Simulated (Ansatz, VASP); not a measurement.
## Two plane-wave programs on Nb

File INCAR:

```
  PREC = Accurate
  ENCUT = 500
  EDIFF = 1E-7
  ISMEAR = 0
  SIGMA = 0.1
  LREAL = False
  LASPH = True
  NELM = 120
  ALGO = Normal
  ISIF = 3
  LWAVE = False
  LCHARG = False
  GGA = PE
  IBRION = 2
  NSW = 100
  EDIFFG = -0.01
  GGA_COMPAT = False
  NELMIN = 4
```

File KPOINTS:

```
Automatic mesh
0
Gamma
  24 24 24
```

File POSCAR:

```
Nb
1.0
   -1.6588161896      1.6588161896      1.6588161896
    1.6588161896     -1.6588161896      1.6588161896
    1.6588161896      1.6588161896     -1.6588161896
Nb
1
Direct
    0.0000000000      0.0000000000      0.0000000000
```

Input for Ansatz:

```yaml
crystal:
  lattice:
    - [-1.6588161896, 1.6588161896, 1.6588161896]
    - [1.6588161896, -1.6588161896, 1.6588161896]
    - [1.6588161896, 1.6588161896, -1.6588161896]
  atoms:
    - { symbol: Nb, position: [0.0, 0.0, 0.0] }
basis:
  ecutwfc: 420
kpoints:
  mp_grid: { grid: [24, 24, 24] }
hamiltonian:
  xc: pbe
scf:
  occupations: { method: gaussian, width: 0.1 }
output:
  forces: true
  stress: true
  eigenvalues: true
relax:
  adjacent_minimum: "off"
  f_tol: 0.01
  max_steps: 80
  cell: { stress_tol: 0.05 }
```

Alike in both runs: task relaxation of cell and atoms; functional PBE; k mesh 24 × 24 × 24; occupations gaussian, width 0.1 eV; no spin polarisation.

```csv
,VASP,Ansatz
version,VASP 6.6.1,Ansatz 0.2.0
potentials or method,"VASP PAW PBE potentials, release 64 (Nb_sv), cutoff 500 eV","scalar-relativistic, plane waves, PAW"
valence electrons in the cell,13,13
```

Ansatz gave:

| Quantity | Value |
| --- | --- |
| gap on the k mesh at the Fermi level, each at its own relaxed structure (eV) | none |
| relaxed volume (Å³/atom) | 18.13 |
| relaxed length of the cell vector where the two differ most in proportion (Å) | 2.867 |

Question: Which values does VASP return?

Answer: gap on the k mesh at the Fermi level, each at its own relaxed structure (eV): none; relaxed volume (Å³/atom): 18.09; relaxed length of the cell vector where the two differ most in proportion (Å): 2.864.

A gap of «none» marks a metal or a gap that the smearing closes.
